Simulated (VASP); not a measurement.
# CdS (F-43m) in VASP: notebook, part 2 of 2

VASP 6.6.1. The steps go on from the part before.

### Step 4. Relaxation of cell and atoms, PBEsol

Contents of INCAR:

```
SYSTEM = CdS
PREC = Accurate
ENCUT = 500
EDIFF = 1E-7
ISMEAR = 0
SIGMA = 0.02
LREAL = .False.
LASPH = .True.
NELM = 120
ALGO = Normal
ISIF = 3
LWAVE = .False.
LCHARG = .False.
GGA = PS
IBRION = 2
NSW = 100
EDIFFG = -0.002
GGA_COMPAT = .False.
NELMIN = 4
```

Contents of KPOINTS:

```
Automatic mesh
0
Gamma
  8 8 8
  0 0 0
```

Contents of POSCAR:

```
CdS
1.0
    0.0000000000      2.9429534600      2.9429534600
    2.9429534600      0.0000000000      2.9429534600
    2.9429534600      2.9429534600      0.0000000000
Cd S
1 1
Direct
    0.0000000000      0.0000000000      0.0000000000
    0.2500000000      0.2500000000      0.2500000000
```

Potentials or basis: VASP PAW PBE potentials, release 64 (Cd, S).

The run is started by

```console
cat potpaw_PBE.64/Cd/POTCAR potpaw_PBE.64/S/POTCAR > POTCAR
mpirun -np 1 vasp_std > vasp.out
```

OUTCAR:

```text
SYSTEM = CdS
   PREC = Accurate
   ENCUT = 500
   EDIFF = 1E-7
   ISMEAR = 0
   LREAL = .False.
   LASPH = .True.
   NELM = 120
   ISIF = 3
   GGA = PS
   IBRION = 2
   NSW = 100
   EDIFFG = -0.002
   NELMIN = 4

 ion  position               nearest neighbor table
   1  0.000  0.000  0.000-   2 2.55   2 2.55   2 2.55   2 2.55
   2  0.250  0.250  0.250-   1 2.55   1 2.55   1 2.55   1 2.55

  LATTYP: Found a face centered cubic cell.
 ALAT       =     5.8859069200

  Lattice vectors:

 A1 = (   0.0000000000,   2.9429534600,   2.9429534600)
 A2 = (   2.9429534600,   0.0000000000,   2.9429534600)
 A3 = (   2.9429534600,   2.9429534600,   0.0000000000)

Analysis of symmetry for initial positions (statically):
=====================================================================
 Subroutine PRICEL returns:
 Original cell was already a primitive cell.

 Routine SETGRP: Setting up the symmetry group for a
 face centered cubic supercell.

 Subroutine GETGRP returns: Found 24 space group operations
 (whereof 24 operations were pure point group operations)
 out of a pool of 48 trial point group operations.

The static configuration has the point symmetry T_d .

Analysis of symmetry for dynamics (positions and initial velocities):
=====================================================================
 Subroutine PRICEL returns:
 Original cell was already a primitive cell.

 Routine SETGRP: Setting up the symmetry group for a
 face centered cubic supercell.

 Subroutine GETGRP returns: Found 24 space group operations
 (whereof 24 operations were pure point group operations)
 out of a pool of 48 trial point group operations.

The dynamic configuration has the point symmetry T_d .

 Subroutine INISYM returns: Found 24 space group operations
 (whereof 24 operations are pure point group operations),
 and found     1 'primitive' translations

----------------------------------------------------------------------------------------

                                     Primitive cell
[... 135 lines left out ...]
  ---------------------------------------------------
  ext. energy  EPLUGINS =         0.00000000
  ---------------------------------------------------
  free energy    TOTEN  =        -6.80780380 eV

  energy without entropy =       -6.80780380  energy(sigma->0) =       -6.80780380

------------------------ aborting loop because EDIFF is reached ----------------------------------------

  FORCE on cell =-STRESS in cart. coord.  units (eV):
  Direction    XX          YY          ZZ          XY          YZ          ZX
  --------------------------------------------------------------------------------------
  -------------------------------------------------------------------------------------
  Total       -0.4627141     -0.4627141     -0.4627141      0.0000000      0.0000000      0.0000000
  in kB      -14.5426346    -14.5426346    -14.5426346      0.0000000      0.0000000      0.0000000
  external PRESSURE =     -14.5426346 kB  Pullay stress =       0.0000000 kB
[... 131 lines left out ...]
--------------------------------------- Ionic step        5  -------------------------------------------

 number of electron      18.0000002 magnetization

 Free energy of the ion-electron system (eV)
  ---------------------------------------------------
  ext. energy  EPLUGINS =         0.00000000
  ---------------------------------------------------
  free energy    TOTEN  =        -6.81370130 eV

  energy without entropy =       -6.81370130  energy(sigma->0) =       -6.81370130

 E-fermi :   1.2765     XC(G=0):  -9.3682

 val. band max:        1.1936272095   @ k =   0.0000   0.0000   0.0000
 cond. band min:       2.1974660062   @ k =   0.0000   0.0000   0.0000
 fundamental gap:      1.0038387967
 Fermi energy:         1.2764723290

 k-point     1 :       0.0000    0.0000    0.0000
  band No.  band energies     occupation
      1     -11.1779      2.00000
      2      -6.5273      2.00000
      3      -6.5273      2.00000
      4      -6.5273      2.00000
      5      -6.0420      2.00000
      6      -6.0420      2.00000
      7       1.1936      2.00000
      8       1.1936      2.00000
      9       1.1936      2.00000
     10       2.1975      0.00000
     11       7.6389      0.00000
     12       7.6389      0.00000
     13       7.6389      0.00000
[... 354 lines left out ...]
  band No.  band energies     occupation
      1     -10.6751      2.00000
      2      -6.3631      2.00000
      3      -6.3238      2.00000
      4      -6.0696      2.00000
      5      -6.0155      2.00000
      6      -5.5475      2.00000
      7      -2.9802      2.00000
      8      -0.7768      2.00000
      9      -0.0451      2.00000
     10       5.4782      0.00000
     11       6.8828      0.00000
     12       8.3101      0.00000
     13       9.4526      0.00000

 [... further k-points ...]

------------------------ aborting loop because EDIFF is reached ----------------------------------------

  FORCE on cell =-STRESS in cart. coord.  units (eV):
  Direction    XX          YY          ZZ          XY          YZ          ZX
  --------------------------------------------------------------------------------------
  -------------------------------------------------------------------------------------
  Total       -0.0024478     -0.0024478     -0.0024478      0.0000000     -0.0000000      0.0000000
  in kB       -0.0788769     -0.0788769     -0.0788769      0.0000000     -0.0000000      0.0000000
  external PRESSURE =      -0.0788769 kB  Pullay stress =       0.0000000 kB
[... 17 lines left out ...]
  FREE ENERGIE OF THE ION-ELECTRON SYSTEM (eV)
  ---------------------------------------------------
  free  energy   TOTEN  =        -6.8137012985 eV

  energy  without entropy=       -6.8137012985  energy(sigma->0) =       -6.81370130

 reached required accuracy - stopping structural energy minimisation
```

Wall time 26 s (1 thread of Intel Xeon 6975P-C (Granite Rapids), shared host); peak memory 0.18 GiB.

Results:

| Item | Value |
| --- | --- |
| Free energy | -6.8137 eV |
| Relaxed volume | 24.86 Å³/atom |
| Relaxed cell | a = 4.127 Å, b = 4.127 Å, c = 4.127 Å, α = 60.00°, β = 60.00°, γ = 60.00° |
| Space group after relaxing (to 0.1 Å) | F-43m (No. 216) |
| Energy gained by relaxing | 2.9 meV/atom |
| Ionic steps | 5 |
| Pressure after relaxing | 0.0 GPa |
| Band gap on the k mesh | 1.00 eV |

Step by step:
```csv
step,energy change (eV),largest force (eV/Å),pressure (GPa),volume (Å³)
1,0.0000,0.0000,-1.45,50.98
2,-0.0052,0.0000,0.54,49.29
3,-0.0059,0.0000,-0.02,49.71
4,-0.0059,0.0000,0.03,49.69
5,-0.0059,0.0000,-0.01,49.72
```

Final structure:
```
CELL_PARAMETERS angstrom
0.00000 2.91856 2.91856
2.91856 0.00000 2.91856
2.91856 2.91856 0.00000
ATOMIC_POSITIONS crystal
Cd 0.00000 0.00000 0.00000
S 0.25000 0.25000 0.25000
```

Levels at points of the mesh, in eV from the valence-band top:
| k point | band 7 | band 8 | band 9 | band 10 | band 11 | band 12 |
| --- | --- | --- | --- | --- | --- | --- |
| (0.00, 0.00, 0.00) | 0.00 | 0.00 | 0.00 | 1.00 | 6.45 | 6.45 |
| (0.50, 0.00, 0.00) | -4.47 | -0.76 | -0.76 | 2.89 | 6.91 | 6.91 |
| (0.50, 0.50, 0.00) | -4.01 | -1.91 | -1.91 | 3.40 | 4.25 | 9.07 |

Caveat: the PAW data sets were made with another functional, which shifts forces and pressure a little.

### Step 5. Summary

```tsv
task	cell	k mesh	smearing	gap on the mesh (eV)	pressure (GPa)
single point	a = 4.162 Å, angles 60.0°, 2 atoms	6 × 6 × 6	gaussian 0.1 eV	0.95	-1.5
single point	a = 4.118 Å, angles 60.0°, 2 atoms	8 × 8 × 8	gaussian 0.02 eV	1.02	0.4
relaxation of cell and atoms	relaxed from a = 4.162 Å, angles 60.0°, 2 atoms	8 × 8 × 8	gaussian 0.02 eV	1.00	0.0
```

Alike in all rows: level PBEsol; potentials or basis VASP PAW PBE potentials, release 64 (Cd, S); no spin polarisation; cutoff (eV) 500.

Caveats: the PAW data sets were made with another functional, which shifts forces and pressure a little.

Total energies depend on the potentials used, so only differences within one code and one set of settings carry meaning.
